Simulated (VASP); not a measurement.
# H4C in VASP: further runs

Runs on H4C. Level: PBE+D3(BJ). Tasks: single point, relaxation of the atoms.

All numbers are computed with VASP 6.6.1; they aren't measurements. Logs are shortened: lines on timing, memory, paths and dates and some standing lists are left out, and cuts for length are marked.

## Step 1: The cell of the first run

The cell holds a molecule in a box, 5 atoms: a = 15.000 Å, b = 15.500 Å, c = 16.000 Å, α = 90.00°, β = 90.00°, γ = 90.00°.

## Step 2: Single point, PBE+D3(BJ)

Input file INCAR:

```
ALGO = Normal ; EDIFF = 1E-6
ENCUT = 520 ; GGA = PE
ISIF = 2 ; ISMEAR = 0
ISYM = 0 ; IVDW = 12
LASPH = T ; LCHARG = T
LELF = T ; LREAL = F
LVHAR = T ; LWAVE = F
NBANDS = 12 ; NELM = 80
PREC = Accurate ; SIGMA = 0.005
```

Input file KPOINTS:

```
k-points
0
Gamma
  1 1 1
```

Input file POSCAR:

```
H4C
1.0
   15.0000000000      0.0000000000      0.0000000000
    0.0000000000     15.5000000000      0.0000000000
    0.0000000000      0.0000000000     16.0000000000
H C
4 1
Direct
    0.5002240312      0.5009267951      0.4315301451
    0.4310841771      0.4991192192      0.5226051407
    0.5348798936      0.4423049943      0.5222086008
    0.5338122461      0.5576588371      0.5236728335
    0.4999996519      0.4999901541      0.4999832800
```

Potentials or basis: VASP PAW PBE potentials, release 64 (H, C).

The run is started by

```console
cat potpaw_PBE.64/H/POTCAR potpaw_PBE.64/C/POTCAR > POTCAR
mpirun -np 1 vasp_gam > vasp.out
```

OUTCAR:

```text
EDIFF = 1E-6
   ENCUT = 520
   GGA = PE
   ISIF = 2
   ISMEAR = 0
   ISYM = 0
   IVDW = 12
   LASPH = T
   LREAL = F
   NELM = 80
   PREC = Accurate
 IVDW          = 12

 ion  position               nearest neighbor table
   1  0.500  0.501  0.432-   5 1.10
   2  0.431  0.499  0.523-   5 1.10
   3  0.535  0.442  0.522-   5 1.10
   4  0.534  0.558  0.524-   5 1.10
   5  0.500  0.500  0.500-   3 1.10   2 1.10   1 1.10   4 1.10

IMPORTANT INFORMATION: All symmetrisations will be switched off!
NOSYMM: (Re-)initialisation of all symmetry stuff for point group C_1.

----------------------------------------------------------------------------------------

                                     Primitive cell

  volume of cell :    3720.0000

  direct lattice vectors                    reciprocal lattice vectors
    15.000000000  0.000000000  0.000000000     0.066666667  0.000000000  0.000000000
     0.000000000 15.500000000  0.000000000     0.000000000  0.064516129  0.000000000
     0.000000000  0.000000000 16.000000000     0.000000000  0.000000000  0.062500000

  length of vectors
    15.000000000 15.500000000 16.000000000     0.066666667  0.064516129  0.062500000

  position of ions in fractional coordinates (direct lattice)
     0.500224031  0.500926795  0.431530145
     0.431084177  0.499119219  0.522605141
     0.534879894  0.442304994  0.522208601
     0.533812246  0.557658837  0.523672834
     0.499999652  0.499990154  0.499983280

  ion indices of the primitive-cell ions
   primitive index   ion index
                 1           1
                 2           2
                 3           3
                 4           4
                 5           5

----------------------------------------------------------------------------------------

 KPOINTS: k-points

Automatic generation of k-mesh.
 Grid dimensions read from file:
 generate k-points for:    1    1    1

 Generating k-lattice:

  Cartesian coordinates                     Fractional coordinates (reciprocal lattice)
     0.066666667  0.000000000  0.000000000     1.000000000  0.000000000  0.000000000
     0.000000000  0.064516129  0.000000000     0.000000000  1.000000000  0.000000000
     0.000000000  0.000000000  0.062500000     0.000000000  0.000000000  1.000000000

  Length of vectors
     0.066666667  0.064516129  0.062500000

  Shift w.r.t. Gamma in fractional coordinates (k-lattice)
     0.000000000  0.000000000  0.000000000

 Subroutine IBZKPT returns following result:
 ===========================================

 Found      1 irreducible k-points:

 Following reciprocal coordinates:
            Coordinates               Weight
  0.000000  0.000000  0.000000      1.000000
   k-points           NKPTS =      1   k-points in BZ     NKDIM =      1   number of bands    NBANDS=     12
   number of dos      NEDOS =    301   number of ions     NIONS =      5
   total plane-waves  NPLWV = ******
   dimension x,y,z NGX =   112 NGY =  120 NGZ =  120
   dimension x,y,z NGXF=   224 NGYF=  240 NGZF=  240
   ions per type =               4   1
   NGX,Y,Z   is equivalent  to a cutoff of  12.41, 12.87, 12.47 a.u.
   NGXF,Y,Z  is equivalent  to a cutoff of  24.83, 25.74, 24.94 a.u.
 SYSTEM =  unknown system
   PREC   = accura    normal or accurate (medium, high low for compatibility)
   ISTART =      0    job   : 0-new  1-cont  2-samecut
   ICHARG =      2    charge: 1-file 2-atom 10-const
   ISPIN  =      1    spin polarized calculation?
   LNONCOLLINEAR =      F non collinear calculations
   LSORBIT =      F    spin-orbit coupling
   LASPH  =      T    aspherical Exc in radial PAW
   ENCUT  =  520.0 eV  38.22 Ry    6.18 a.u.  27.89 28.82 29.75*2*pi/ulx,y,z
   NELM   =     80;   NELMIN=  2; NELMDL= -5     # of ELM steps
   EDIFF  = 0.1E-05   stopping-criterion for ELM
   LREAL  =      F    real-space projection
   EDIFFG = 0.1E-04   stopping-criterion for IOM
   NSW    =      0    number of steps for IOM
   IBRION =     -1    ionic relax: 0-MD 1-quasi-New 2-CG
   NFREE  =      0    steps in history (QN), initial steepest desc. (CG)
   ISIF   =      2    stress and relaxation
   ISYM   =      0    0-nonsym 1-usesym 2-fastsym
   POTIM  = 0.5000    time-step for ionic-motion
   TEBEG  =    0.0;   TEEND  =   0.0 temperature during run
   PSTRESS=    0.0 pullay stress
   NELECT =       8.0000    total number of electrons
   NUPDOWN=      -1.0000    fix difference up-down
   EMIN   =  10.00;   EMAX   =-10.00  energy-range for DOS
   EFERMI =   0.00;   METHOD = LEGACY
   ISMEAR =     0;   SIGMA  =   0.01  broadening in eV -4-tet -1-fermi 0-gaus
   EFERMI_NEDOS =   21; number of points for ismear=-14 and -15
   IALGO  =     38    algorithm
   IMIX   =      4    mixing-type and parameters
     AMIX     =   0.40;   BMIX     =  1.00
     AMIX_MAG =   1.60;   BMIX_MAG =  1.00
  volume/ion in A,a.u.               =     744.00      5020.76
  Fermi-wavevector in a.u.,A,eV,Ry     =   0.211312  0.399321  0.607537  0.044653
  Thomas-Fermi vector in A             =   0.980203
   LORBIT       =      0    0 simple, 1 ext, 2 COOP (PROOUT), +10 PAW based schemes
   GGA     = PE    functional components
   LHFCALC =     F    Hartree Fock is set to
   AEXX    =    0.0000 exact exchange contribution
   IVDW    =    12    specifies the selected vdW correction
   LEPSILON=     F    determine dielectric tensor
   LRPA    =     F    only Hartree local field effects (RPA)
 non-spin polarized calculation
 Gauss-broadening in eV      SIGMA  =   0.01
  energy-cutoff  :      520.00
  volume of cell :     3720.00
 maximum number of plane-waves:     50071
 NGX is ok and might be reduce to   112
   NGX = 55   NGY = 57   NGZ = 59

 number of electron       8.0000002 magnetization

 Free energy of the ion-electron system (eV)
  ---------------------------------------------------
  ext. energy  EPLUGINS =         0.00000000
  ---------------------------------------------------
  free energy    TOTEN  =       -24.04158272 eV

  energy without entropy =      -24.04158272  energy(sigma->0) =      -24.04158272

 E-fermi :  -9.3418     XC(G=0):  -0.2056

 val. band max:       -9.3827456802   @ k =   0.0000   0.0000   0.0000
 cond. band min:      -0.4155737943   @ k =   0.0000   0.0000   0.0000
 fundamental gap:      8.9671718859
 Fermi energy:        -9.3417534874

 k-point     1 :       0.0000    0.0000    0.0000
  band No.  band energies     occupation
      1     -16.9823      2.00000
      2      -9.3878      2.00000
      3      -9.3854      2.00000
      4      -9.3827      2.00000
      5      -0.4156      0.00000
      6       0.2150      0.00000
      7       0.4348      0.00000
      8       0.4634      0.00000
      9       0.4948      0.00000
     10       0.5764      0.00000
     11       0.6290      0.00000
     12       1.0025      0.00000

------------------------ aborting loop because EDIFF is reached ----------------------------------------

 Edisp (eV)   -0.03225

 E8    (eV) :    -0.0080

  FORCE on cell =-STRESS in cart. coord.  units (eV):
  Direction    XX          YY          ZZ          XY          YZ          ZX
  --------------------------------------------------------------------------------------
  -------------------------------------------------------------------------------------
  Total      -0.03771    -0.03490    -0.04181     0.00050    -0.00125    -0.00179
  in kB      -0.01624    -0.01503    -0.01801     0.00021    -0.00054    -0.00077
  external pressure =       -0.02 kB  Pullay stress =        0.00 kB

 VOLUME and BASIS-vectors are now :
 -----------------------------------------------------------------------------
  energy-cutoff  :      520.00
  volume of cell :     3720.00
      direct lattice vectors                 reciprocal lattice vectors
    15.000000000  0.000000000  0.000000000     0.066666667  0.000000000  0.000000000
     0.000000000 15.500000000  0.000000000     0.000000000  0.064516129  0.000000000
     0.000000000  0.000000000 16.000000000     0.000000000  0.000000000  0.062500000

 POSITION                                       TOTAL-FORCE (eV/Angst)
 -----------------------------------------------------------------------------------
      7.50336      7.76437      6.90448         0.001430     -0.000237     -0.016962
      6.46626      7.73635      8.36168        -0.017715     -0.002255      0.005096
      8.02320      6.85573      8.35534         0.008030     -0.018323      0.003937
      8.00718      8.64371      8.37877         0.008347      0.015359      0.002749
      7.49999      7.74985      7.99973        -0.000092      0.005456      0.005182
 -----------------------------------------------------------------------------------
    total drift:                               -0.000130     -0.000132     -0.000043

  FREE ENERGIE OF THE ION-ELECTRON SYSTEM (eV)
  ---------------------------------------------------
  free  energy   TOTEN  =       -24.0738352629 eV

  energy  without entropy=      -24.0738352629  energy(sigma->0) =      -24.07383526
```

Run time: 4.9 min. Hardware: 1 thread of AMD EPYC 7R43 (Zen 3), shared host; peak memory 2.1 GiB.

Results:

```
Free energy                     : -24.0738 eV
Largest force                   : 0.020 eV/Å
Gap between the frontier levels : 8.97 eV
Dispersion energy per atom      : -0.006 eV
```

Forces on the atoms (eV/Å):
```
H    0.001  0.000 -0.017
H   -0.018 -0.002  0.005
H    0.008 -0.018  0.004
H    0.008  0.015  0.003
C    0.000  0.005  0.005
```

Levels at points of the mesh, in eV from the valence-band top:
| k point | band 2 | band 3 | band 4 | band 5 | band 6 | band 7 |
| --- | --- | --- | --- | --- | --- | --- |
| (0.00, 0.00, 0.00) | -0.01 | 0.00 | 0.00 | 8.97 | 9.60 | 9.82 |

## Step 3: Relaxation of the atoms, PBE+D3(BJ)

Input file INCAR:

```
SYSTEM = H4C
PREC     = Accurate       ! precision mode
ENCUT    = 520            ! plane-wave cutoff, eV
EDIFF    = 1E-6           ! SCF threshold, eV
ISMEAR   = 0              ! smearing method
SIGMA    = 0.005          ! smearing width, eV
LREAL    = .FALSE.        ! projectors in reciprocal space
LASPH    = .TRUE.         ! aspherical terms in the spheres
NELM     = 100            ! most SCF steps
ALGO     = Normal         ! electronic algorithm
ISIF     = 2              ! what is computed and relaxed
LWAVE    = .FALSE.        ! write WAVECAR
LCHARG   = .FALSE.        ! write CHGCAR
GGA      = PE             ! functional
IVDW     = 12             ! dispersion correction
IBRION   = 2              ! ionic algorithm
NSW      = 100            ! ionic steps
EDIFFG   = -0.01          ! ionic threshold
ISYM     = 0
```

Input file KPOINTS:

```
Automatic mesh
0
G
  1 1 1
  0 0 0
```

Input file POSCAR:

```
H4C
1.0
   15.0000000000      0.0000000000      0.0000000000
    0.0000000000     15.5000000000      0.0000000000
    0.0000000000      0.0000000000     16.0000000000
H C
4 1
Direct
    0.5017059536      0.4990634116      0.4322102960
    0.4332692421      0.4988705723      0.5238755595
    0.5335063326      0.4442486882      0.5209015848
    0.5334089368      0.5568478981      0.5248939725
    0.4981095349      0.5009694297      0.4981185873
```

Potentials or basis: VASP PAW PBE potentials, release 64 (H, C).

The run is started by

```console
cat potpaw_PBE.64/H/POTCAR potpaw_PBE.64/C/POTCAR > POTCAR
mpirun -np 1 vasp_gam > vasp.out
```

Run time: 32 min. Hardware: 1 thread of AMD EPYC 7R43 (Zen 3), shared host; peak memory 2.1 GiB.

Results (log left out):

```yaml
Free_energy: -24.0739 eV
Energy_gained_by_relaxing: 17.5 meV/atom
Ionic_steps: 15
Gap_between_the_frontier_levels: 8.97 eV
Dispersion_energy_per_atom: -0.006 eV
```

The path:
```tsv
step	energy change (eV)	largest force (eV/Å)	pressure (GPa)
1	0.0000	2.0580	0.04
2	0.2004	4.8518	-0.02
3	-0.0619	0.7146	0.02
4	-0.0781	0.3971	-0.02
5	-0.0794	0.2754	-0.01
6	-0.0857	0.1889	-0.01
7	-0.0871	0.1886	-0.01
8	-0.0855	0.4223	0.00
9	-0.0875	0.0258	0.00
10	-0.0876	0.0139	0.00
11	-0.0876	0.0151	0.00
12	-0.0876	0.0123	0.00
13	-0.0876	0.0190	0.00
14	-0.0876	0.0121	0.00
15	-0.0876	0.0007	0.00
```

Final structure:
```
H C
1.0
    15.00000    0.00000    0.00000
     0.00000   15.50000    0.00000
     0.00000    0.00000   16.00000
H C
4 1
Cartesian
  7.5035 7.7641 6.9042
  6.4657 7.7360 8.3619
  8.0235 6.8553 8.3555
  8.0073 8.6446 8.3784
  7.5000 7.7500 8.0000
```

Levels at points of the mesh, in eV from the valence-band top:
```csv
k point,band 2,band 3,band 4,band 5,band 6,band 7
"(0.00, 0.00, 0.00)",0.00,0.00,0.00,8.97,9.59,9.82
```
